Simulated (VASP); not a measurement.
A run of VASP 6.6.1 is set up as follows.

INCAR

```
SYSTEM = S
PREC = Accurate
ENCUT = 520
EDIFF = 1E-6
ISMEAR = -1
SIGMA = 0.08
LREAL = .False.
LASPH = .True.
NELM = 60
ALGO = Normal
ISIF = 2
LWAVE = .False.
LCHARG = .True.
GGA = PE
LELF = .True.
LVHAR = .True.
NBANDS = 9
```

Contents of KPOINTS:

```
Automatic mesh
0
Gamma
  16 16 16
  0 0 0
```

File POSCAR:

```
S
1.0
    0.0000000000      1.9949013733      1.9949013733
    1.9949013733      0.0000000000      1.9949013733
    1.9949013733      1.9949013733      0.0000000000
S
1
Direct
    0.0000000000      0.0000000000      0.0000000000
```

Potentials or basis: VASP PAW PBE potentials, release 64 (S).

Launch:

```console
$ cat potpaw_PBE.64/S/POTCAR > POTCAR
$ mpirun -np 1 vasp_std > vasp.out
```

Task: Estimate the band gap on the k mesh.

Result: Zero (band 3 reaches 10.58 eV, above the bottom of band 4 at 4.90 eV).

Task: Estimate the pressure.

Result: -0.2 GPa.
